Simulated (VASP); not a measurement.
# Si4Mo2N in VASP: further runs

Runs on Si4Mo2N. Level: PBE. Tasks: single point.

Program: VASP 6.6.1. These are calculated values, not measurements. Logs are shortened: lines on timing, memory, paths and dates and some standing lists are left out, and cuts for length are marked.

## Step 1: The cell of the first run

The cell holds a slab with vacuum, 7 atoms: a = 3.217 Å, b = 3.217 Å, c = 21.879 Å, α = 90.00°, β = 90.00°, γ = 90.00°.

## Step 2: Single point, PBE

INCAR

```
PREC = Accurate ; ENCUT = 520
EDIFF = 1E-6 ; ISMEAR = 0
SIGMA = 0.1 ; LREAL = F
LASPH = T ; NELM = 60
ALGO = Normal ; ISIF = 2
LWAVE = F ; LCHARG = F
LDIPOL = T ; IDIPOL = 3
DIPOL = 0.5 0.5 0.362 ; GGA = PE
NBANDS = 34
```

KPOINTS

```
regular mesh
0
Gamma
  8 8 1
```

POSCAR

```
Si4Mo2N
1.0
    3.2169717285      0.0000000000      0.0000000000
    0.0000000000      3.2169717285      0.0000000000
    0.0000000000      0.0000000000     21.8787970046
Si Mo N
4 2 1
Direct
    0.0000000000      0.0000000000      0.1828254085
    0.0000000000      0.0000000000      0.3015081460
    0.5000000000      0.5000000000      0.3593659936
    0.5000000000      0.5000000000      0.4743769505
    0.5000000000      0.5000000000      0.2421667772
    0.0000000000      0.0000000000      0.4192862006
    0.5000000000      0.5000000000      0.5513672236
```

Potentials or basis: VASP PAW PBE potentials, release 64 (Si, Mo_sv, N).

The run is started by

```console
$ cat potpaw_PBE.64/Si/POTCAR potpaw_PBE.64/Mo_sv/POTCAR potpaw_PBE.64/N/POTCAR > POTCAR
$ mpirun -np 1 vasp_std > vasp.out
```

OUTCAR:

```text
PREC = Accurate
   ENCUT = 520
   EDIFF = 1E-6
   ISMEAR = 0
   LREAL = F
   LASPH = T
   NELM = 60
   ISIF = 2
   GGA = PE

 ion  position               nearest neighbor table
   1  0.000  0.000  0.183-   2 2.60   5 2.62   5 2.62   5 2.62   5 2.62
   2  0.000  0.000  0.302-   6 2.58   1 2.60   3 2.60   3 2.60   3 2.60   3 2.60   5 2.62   5 2.62
                             5 2.62   5 2.62
   3  0.500  0.500  0.359-   4 2.52   5 2.56   2 2.60   2 2.60   2 2.60   2 2.60   6 2.63   6 2.63
                             6 2.63   6 2.63
   4  0.500  0.500  0.474-   7 1.68   3 2.52   6 2.57   6 2.57   6 2.57   6 2.57
   5  0.500  0.500  0.242-   3 2.56   1 2.62   1 2.62   1 2.62   1 2.62   2 2.62   2 2.62   2 2.62
                             2 2.62
   6  0.000  0.000  0.419-   4 2.57   4 2.57   4 2.57   4 2.57   2 2.58   3 2.63   3 2.63   3 2.63
                             3 2.63
   7  0.500  0.500  0.551-   4 1.68

  LATTYP: Found a simple tetragonal cell.
 ALAT       =     3.2169717285
 C/A-ratio  =     6.8010535532

  Lattice vectors:

 A1 = (   3.2169717285,   0.0000000000,   0.0000000000)
 A2 = (   0.0000000000,   3.2169717285,   0.0000000000)
 A3 = (   0.0000000000,   0.0000000000,  21.8787970046)

Analysis of symmetry for initial positions (statically):
=====================================================================
 Subroutine PRICEL returns:
 Original cell was already a primitive cell.

 Routine SETGRP: Setting up the symmetry group for a
 simple tetragonal supercell.

 Subroutine GETGRP returns: Found  8 space group operations
 (whereof  8 operations were pure point group operations)
 out of a pool of 16 trial point group operations.

The static configuration has the point symmetry C_4v.

Analysis of symmetry for dynamics (positions and initial velocities):
=====================================================================
 Subroutine PRICEL returns:
 Original cell was already a primitive cell.

 Routine SETGRP: Setting up the symmetry group for a
 simple tetragonal supercell.

 Subroutine GETGRP returns: Found  8 space group operations
 (whereof  8 operations were pure point group operations)
 out of a pool of 16 trial point group operations.

The dynamic configuration has the point symmetry C_4v.

 Subroutine INISYM returns: Found  8 space group operations
 (whereof  8 operations are pure point group operations),
 and found     1 'primitive' translations

----------------------------------------------------------------------------------------

                                     Primitive cell

  volume of cell :     226.4216

  direct lattice vectors                    reciprocal lattice vectors
     3.216971728  0.000000000  0.000000000     0.310851349  0.000000000  0.000000000
     0.000000000  3.216971728  0.000000000     0.000000000  0.310851349  0.000000000
     0.000000000  0.000000000 21.878797005     0.000000000  0.000000000  0.045706352

  length of vectors
     3.216971728  3.216971728 21.878797005     0.310851349  0.310851349  0.045706352

  position of ions in fractional coordinates (direct lattice)
     0.000000000  0.000000000  0.182825409
     0.000000000  0.000000000  0.301508146
     0.500000000  0.500000000  0.359365994
     0.500000000  0.500000000  0.474376951
     0.500000000  0.500000000  0.242166777
     0.000000000  0.000000000  0.419286201
     0.500000000  0.500000000  0.551367224

  ion indices of the primitive-cell ions
   primitive index   ion index
                 1           1
                 2           2
                 3           3
                 4           4
                 5           5
                 6           6
                 7           7

----------------------------------------------------------------------------------------

 KPOINTS: regular mesh

Automatic generation of k-mesh.
 Grid dimensions read from file:
 generate k-points for:    8    8    1

 Generating k-lattice:

  Cartesian coordinates                     Fractional coordinates (reciprocal lattice)
     0.038856419  0.000000000  0.000000000     0.125000000  0.000000000  0.000000000
     0.000000000  0.038856419  0.000000000     0.000000000  0.125000000  0.000000000
     0.000000000  0.000000000  0.045706352     0.000000000  0.000000000  1.000000000

  Length of vectors
     0.038856419  0.038856419  0.045706352

  Shift w.r.t. Gamma in fractional coordinates (k-lattice)
     0.000000000  0.000000000  0.000000000

 Subroutine IBZKPT returns following result:
 ===========================================

 Found     15 irreducible k-points:

 Following reciprocal coordinates:
            Coordinates               Weight
  0.000000  0.000000  0.000000      1.000000
  0.125000  0.000000  0.000000      4.000000
  0.250000  0.000000  0.000000      4.000000
  0.375000  0.000000  0.000000      4.000000
  0.500000  0.000000  0.000000      2.000000
  0.125000  0.125000  0.000000      4.000000
  0.250000  0.125000  0.000000      8.000000
  0.375000  0.125000  0.000000      8.000000
  0.500000  0.125000  0.000000      4.000000
  0.250000  0.250000  0.000000      4.000000
  0.375000  0.250000  0.000000      8.000000
  0.500000  0.250000  0.000000      4.000000
  0.375000  0.375000  0.000000      4.000000
  0.500000  0.375000  0.000000      4.000000
  0.500000  0.500000  0.000000      1.000000
   k-points           NKPTS =     15   k-points in BZ     NKDIM =     15   number of bands    NBANDS=     34
   number of dos      NEDOS =    301   number of ions     NIONS =      7
   total plane-waves  NPLWV =  96768
   dimension x,y,z NGX =    24 NGY =   24 NGZ =  168
   dimension x,y,z NGXF=    48 NGYF=   48 NGZF=  336
   ions per type =               4   2   1
   NGX,Y,Z   is equivalent  to a cutoff of  12.40, 12.40, 12.77 a.u.
   NGXF,Y,Z  is equivalent  to a cutoff of  24.81, 24.81, 25.53 a.u.
 SYSTEM =  unknown system
   PREC   = accura    normal or accurate (medium, high low for compatibility)
   ISTART =      0    job   : 0-new  1-cont  2-samecut
   ICHARG =      2    charge: 1-file 2-atom 10-const
   ISPIN  =      1    spin polarized calculation?
   LNONCOLLINEAR =      F non collinear calculations
   LSORBIT =      F    spin-orbit coupling
   LASPH  =      T    aspherical Exc in radial PAW
   ENCUT  =  520.0 eV  38.22 Ry    6.18 a.u.   5.98  5.98 40.68*2*pi/ulx,y,z
   NELM   =     60;   NELMIN=  2; NELMDL= -5     # of ELM steps
   EDIFF  = 0.1E-05   stopping-criterion for ELM
   LREAL  =      F    real-space projection
   EDIFFG = 0.1E-04   stopping-criterion for IOM
   NSW    =      0    number of steps for IOM
   IBRION =     -1    ionic relax: 0-MD 1-quasi-New 2-CG
   NFREE  =      0    steps in history (QN), initial steepest desc. (CG)
   ISIF   =      2    stress and relaxation
   ISYM   =      2    0-nonsym 1-usesym 2-fastsym
   POTIM  = 0.5000    time-step for ionic-motion
   TEBEG  =    0.0;   TEEND  =   0.0 temperature during run
   PSTRESS=    0.0 pullay stress
   NELECT =      49.0000    total number of electrons
   NUPDOWN=      -1.0000    fix difference up-down
   EMIN   =  10.00;   EMAX   =-10.00  energy-range for DOS
   EFERMI =   0.00;   METHOD = LEGACY
   ISMEAR =     0;   SIGMA  =   0.10  broadening in eV -4-tet -1-fermi 0-gaus
   EFERMI_NEDOS =   21; number of points for ismear=-14 and -15
   IALGO  =     38    algorithm
   IMIX   =      4    mixing-type and parameters
     AMIX     =   0.40;   BMIX     =  1.00
     AMIX_MAG =   1.60;   BMIX_MAG =  1.00
  volume/ion in A,a.u.               =      32.35       218.28
  Fermi-wavevector in a.u.,A,eV,Ry     =   0.982881  1.857376 13.143974  0.966055
  Thomas-Fermi vector in A             =   2.113997
   LORBIT       =      0    0 simple, 1 ext, 2 COOP (PROOUT), +10 PAW based schemes
   GGA     = PE    functional components
   LHFCALC =     F    Hartree Fock is set to
   AEXX    =    0.0000 exact exchange contribution
   IVDW    =     0    specifies the selected vdW correction
   LEPSILON=     F    determine dielectric tensor
   LRPA    =     F    only Hartree local field effects (RPA)
 non-spin polarized calculation
 Gauss-broadening in eV      SIGMA  =   0.10
  energy-cutoff  :      520.00
  volume of cell :      226.42
 maximum number of plane-waves:      6156
 NGX is ok and might be reduce to    24
   NGX = 11   NGY = 11   NGZ = 81

 dipolmoment           0.000000      0.000000     -0.150986 electrons x Angstroem

 number of electron      49.0000006 magnetization

 dipolmoment           0.000000      0.000000      0.233206 electrons x Angstroem

 Free energy of the ion-electron system (eV)
  ---------------------------------------------------
  ext. energy  EPLUGINS =         0.00000000
  ---------------------------------------------------
  free energy    TOTEN  =       -49.17966514 eV

  energy without entropy =      -49.15857172  energy(sigma->0) =      -49.16911843

 E-fermi :   0.3669     XC(G=0):  -5.8314

 val. band max:        0.3337646077   @ k =   0.1250   0.1250   0.0000
 cond. band min:       0.3932840770   @ k =   0.2500   0.1250   0.0000
 fundamental gap:      0.0595194692
 Fermi energy:         0.3669389759

 k-point     1 :       0.0000    0.0000    0.0000
  band No.  band energies     occupation
      1     -60.1164      2.00000
      2     -60.1158      2.00000
      3     -34.2986      2.00000
      4     -34.2658      2.00000
      5     -34.1830      2.00000
      6     -34.1830      2.00000
[... 26 lines left out ...]
     33       4.6314      0.00000
     34       4.9449      0.00000

 k-point     2 :       0.1250    0.0000    0.0000
  band No.  band energies     occupation
      1     -60.1139      2.00000
      2     -60.1133      2.00000
      3     -34.2941      2.00000
      4     -34.2618      2.00000
      5     -34.2188      2.00000
      6     -34.2139      2.00000
[... 26 lines left out ...]
     33       4.8310      0.00000
     34       5.0602      0.00000
[... 442 lines left out ...]
     33       4.5848      0.00000
     34       5.4949      0.00000

 k-point    15 :       0.5000    0.5000    0.0000
  band No.  band energies     occupation
      1     -60.0827      2.00000
      2     -60.0825      2.00000
      3     -34.3863      2.00000
      4     -34.3863      2.00000
      5     -34.3827      2.00000
      6     -34.3827      2.00000
[... 26 lines left out ...]
     33       4.8218      0.00000
     34       4.8322      0.00000

------------------------ aborting loop because EDIFF is reached ----------------------------------------

 vacuum level on the upper side and lower side of the slab       (xc-potential included)         1.770        -2.188

  FORCE on cell =-STRESS in cart. coord.  units (eV):
  Direction    XX          YY          ZZ          XY          YZ          ZX
  --------------------------------------------------------------------------------------
  -------------------------------------------------------------------------------------
  Total       -0.9537438     -0.9537438     -0.1325604      0.0000000     -0.0000000      0.0000000
  in kB       -6.7487659     -6.7487659     -0.9380076      0.0000000     -0.0000000      0.0000000
  external PRESSURE =      -4.8118465 kB  Pullay stress =       0.0000000 kB

 VOLUME and BASIS-vectors are now :
 -----------------------------------------------------------------------------
  energy-cutoff  :      520.00
  volume of cell :      226.42
      direct lattice vectors                 reciprocal lattice vectors
     3.216971728  0.000000000  0.000000000     0.310851349  0.000000000  0.000000000
     0.000000000  3.216971728  0.000000000     0.000000000  0.310851349  0.000000000
     0.000000000  0.000000000 21.878797005     0.000000000  0.000000000  0.045706352

 POSITION                                       TOTAL-FORCE (eV/Angst)
 -----------------------------------------------------------------------------------
      0.00000      0.00000      4.00000        -0.000000      0.000000      0.554924
      0.00000      0.00000      6.59664        -0.000000      0.000000     -0.393129
      1.60849      1.60849      7.86250        -0.000000      0.000000     -0.012755
      1.60849      1.60849     10.37880        -0.000000      0.000000      0.674555
      1.60849      1.60849      5.29832        -0.000000     -0.000000     -0.200026
      0.00000      0.00000      9.17348         0.000000      0.000000     -0.671530
      1.60849      1.60849     12.06325        -0.000000      0.000000      0.047961
 -----------------------------------------------------------------------------------
    total drift:                                0.000000      0.000000      0.000055

  FREE ENERGIE OF THE ION-ELECTRON SYSTEM (eV)
  ---------------------------------------------------
  free  energy   TOTEN  =       -49.1796651435 eV

  energy  without entropy=      -49.1585717215  energy(sigma->0) =      -49.16911843

 vacuum level on the upper side and lower side of the slab         8.842         4.790
```

It took 1.7 min on 1 thread of AMD EPYC 9R45 (Zen 5), shared host; peak memory 0.32 GiB.

What came out:

```yaml
Free_energy: -49.1797 eV
Largest_force: 0.675 eV/Å
Band_gap_on_the_k_mesh: zero (an odd number of electrons rules out a gap without spin polarisation)
```

Forces in eV/Å, atoms in the order of the input:
```
Si   0.000  0.000  0.555
Si   0.000  0.000 -0.393
Si   0.000  0.000 -0.013
Si   0.000  0.000  0.675
Mo   0.000  0.000 -0.200
Mo   0.000  0.000 -0.672
N    0.000  0.000  0.048
```

Levels at points of the mesh, in eV from the Fermi level:
```
           k point  band 21  band 22  band 23  band 24  band 25  band 26  band 27  band 28  band 29  band 30
(0.00, 0.00, 0.00)    -0.73    -0.69     0.13     0.13     0.60     0.72     1.09     1.57     1.57     3.28
(0.50, 0.00, 0.00)    -1.72    -1.35    -0.20    -0.16    -0.16     0.35     0.77     2.42     2.57     4.17
(0.50, 0.50, 0.00)    -1.75    -1.57    -1.57    -0.26    -0.26     0.61     1.34     2.53     2.54     3.02
```

## Step 3: Single point, PBE

INCAR

```
SYSTEM = Si4Mo2N
PREC     = Accurate       ! precision mode
ENCUT    = 520            ! plane-wave cutoff, eV
EDIFF    = 1E-6           ! SCF threshold, eV
ISMEAR   = 0              ! smearing method
SIGMA    = 0.1            ! smearing width, eV
LREAL    = .FALSE.        ! projectors in reciprocal space
LASPH    = .TRUE.         ! aspherical terms in the spheres
NELM     = 100            ! most SCF steps
ALGO     = Normal         ! electronic algorithm
ISIF     = 2              ! what is computed and relaxed
LWAVE    = .FALSE.        ! write WAVECAR
LCHARG   = .TRUE.         ! write CHGCAR
LDIPOL   = .TRUE.       
IDIPOL   = 3            
DIPOL    = 0.5 0.5 0.356
GGA      = PE             ! functional
LELF     = .TRUE.         ! ELF
LVHAR    = .TRUE.       
LVACPOTAV= .TRUE.       
NBANDS   = 34             ! bands
```

KPOINTS

```
Automatic mesh
0
G
  8 8 1
  0 0 0
```

POSCAR, as its differences from that of step 2:

```diff
@@ -14,2 +14,2 @@
     0.0000000000      0.0000000000      0.4192862006
-    0.5000000000      0.5000000000      0.5513672236
+    1.0000000000      1.0000000000      0.5106286370
```

Potentials or basis: VASP PAW PBE potentials, release 64 (Si, Mo_sv, N).

The run is started by

```console
$ cat potpaw_PBE.64/Si/POTCAR potpaw_PBE.64/Mo_sv/POTCAR potpaw_PBE.64/N/POTCAR > POTCAR
$ mpirun -np 1 vasp_std > vasp.out
```

OUTCAR:

```text
SYSTEM = Si4Mo2N
   PREC = Accurate
   ENCUT = 520
   EDIFF = 1E-6
   ISMEAR = 0
   LREAL = .FALSE.
   LASPH = .TRUE.
   NELM = 100
   ISIF = 2
   GGA = PE

 ion  position               nearest neighbor table
   1  0.000  0.000  0.183-   2 2.60   5 2.62   5 2.62   5 2.62   5 2.62
   2  0.000  0.000  0.302-   6 2.58   1 2.60   3 2.60   3 2.60   3 2.60   3 2.60   5 2.62   5 2.62
                             5 2.62   5 2.62
   3  0.500  0.500  0.359-   4 2.52   5 2.56   2 2.60   2 2.60   2 2.60   2 2.60   6 2.63   6 2.63
                             6 2.63   6 2.63
   4  0.500  0.500  0.474-   7 2.41   7 2.41   7 2.41   7 2.41   3 2.52   6 2.57   6 2.57   6 2.57
                             6 2.57
   5  0.500  0.500  0.242-   3 2.56   1 2.62   1 2.62   1 2.62   1 2.62   2 2.62   2 2.62   2 2.62
[... 764 lines left out ...]
  external PRESSURE =       0.2878083 kB  Pullay stress =       0.0000000 kB

 VOLUME and BASIS-vectors are now :
 -----------------------------------------------------------------------------
  energy-cutoff  :      520.00
  volume of cell :      226.42
      direct lattice vectors                 reciprocal lattice vectors
     3.216971728  0.000000000  0.000000000     0.310851349  0.000000000  0.000000000
     0.000000000  3.216971728  0.000000000     0.000000000  0.310851349  0.000000000
     0.000000000  0.000000000 21.878797005     0.000000000  0.000000000  0.045706352

 POSITION                                       TOTAL-FORCE (eV/Angst)
 -----------------------------------------------------------------------------------
      0.00000      0.00000      4.00000         0.000000      0.000000      0.637275
      0.00000      0.00000      6.59664         0.000000      0.000000     -1.047507
      1.60849      1.60849      7.86250         0.000000      0.000000     -0.947232
      1.60849      1.60849     10.37880         0.000000      0.000000      2.612423
      1.60849      1.60849      5.29832        -0.000000     -0.000000     -0.554057
      0.00000      0.00000      9.17348         0.000000      0.000000     -0.744605
      0.00000      0.00000     11.17194         0.000000      0.000000      0.043703
 -----------------------------------------------------------------------------------
    total drift:                                0.000000      0.000000     -0.000016

  FREE ENERGIE OF THE ION-ELECTRON SYSTEM (eV)
  ---------------------------------------------------
  free  energy   TOTEN  =       -49.7256505600 eV

  energy  without entropy=      -49.7073068730  energy(sigma->0) =      -49.71647872

 vacuum level on the upper side and lower side of the slab         7.766         5.579
```

Run time: 2.1 min. Hardware: 1 thread of AMD EPYC 9R45 (Zen 5), shared host; peak memory 0.32 GiB.

Results:

```
Free energy            : -49.7257 eV
Largest force          : 2.612 eV/Å
Band gap on the k mesh : zero (an odd number of electrons rules out a gap without spin polarisation)
```

Forces on the atoms (eV/Å):
```
Si   0.000  0.000  0.637
Si   0.000  0.000 -1.048
Si   0.000  0.000 -0.947
Si   0.000  0.000  2.612
Mo   0.000  0.000 -0.554
Mo   0.000  0.000 -0.745
N    0.000  0.000  0.044
```
